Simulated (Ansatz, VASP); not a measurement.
## As in VASP and in Ansatz

```
As
1.0
     4.75927    0.00000    0.00000
     0.00000    3.59756    0.00000
     0.00000    0.00000   28.27037
As
4
Direct
  0.07391 0.00000 0.37787
  0.42609 0.50000 0.37787
  0.57391 0.50000 0.29421
  0.92609 0.00000 0.29421
```

Change from the starting cell: hydrostatic strain -1.0%.

Alike in both runs: task single point; functional PBE; k mesh 6 × 8 × 1; occupations fermi-dirac, width 0.02 eV; no spin polarisation.

```csv
,VASP,Ansatz
version,VASP 6.6.1,Ansatz 0.2.0
potentials or method,"VASP PAW PBE potentials, release 64 (As)","plane waves, PAW"
plane-wave cutoff (eV),520,420
valence electrons in the cell,20,60
```

```csv
,VASP,Ansatz,Ansatz less VASP
gap on the k mesh at the Fermi level (eV),0.80,0.81,+0.014
rms of the force components (eV/Å),0.243,0.205,-0.0384
```

Atom by atom the forces differ by 0.039 eV/Å (rms over components). The functional is the same, so the differences come from potentials, cutoffs and numerics. VASP's potentials hold 20 valence electrons a cell and Ansatz's 60, so a difference there can come from the potentials and not from the codes.
